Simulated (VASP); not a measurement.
Wanted: the native input for a VASP 6.6.1 run.

| Item | Value |
| --- | --- |
| Task | single point |
| Functional | LDA |
| Potentials or basis | VASP PAW LDA potentials, release 64 (Li_sv) |
| Cutoff | 520 eV |
| k mesh | 16 × 16 × 16 |
| Occupations | fermi-dirac, width 0.08 eV |
| Spin | no spin polarisation |
| Dipole correction | no |
| Further INCAR settings | ALGO = Normal; EDIFF = 1e-06; NBANDS = 8 |

The structure of Li lies in POSCAR:

```
Li
1.0
   -1.3522796417      1.3522796417      1.3522796417
    1.3522796417     -1.3522796417      1.3522796417
    1.3522796417      1.3522796417     -1.3522796417
Li
1
Direct
    0.0000000000      0.0000000000      0.0000000000
```

This cell differs from its parent crystal: volume scaled by 0.52.

These files were run (other wordings do the same):

INCAR

```
PREC = Accurate
ENCUT = 520
EDIFF = 1E-6
ISMEAR = -1
SIGMA = 0.08
LREAL = False
LASPH = True
NELM = 60
ALGO = Normal
ISIF = 2
LWAVE = False
LCHARG = False
GGA = CA
NBANDS = 8
```

KPOINTS

```
regular mesh
0
Gamma
  16 16 16
```

Potentials or basis: VASP PAW LDA potentials, release 64 (Li_sv).

Command:

```bash
$ cat potpaw_LDA.64/Li_sv/POTCAR > POTCAR
$ mpirun -np 1 vasp_std > vasp.out
```

Run time: 20 s on 1 thread of AMD EPYC 7R13 (shared host), peak memory 0.08 GiB.
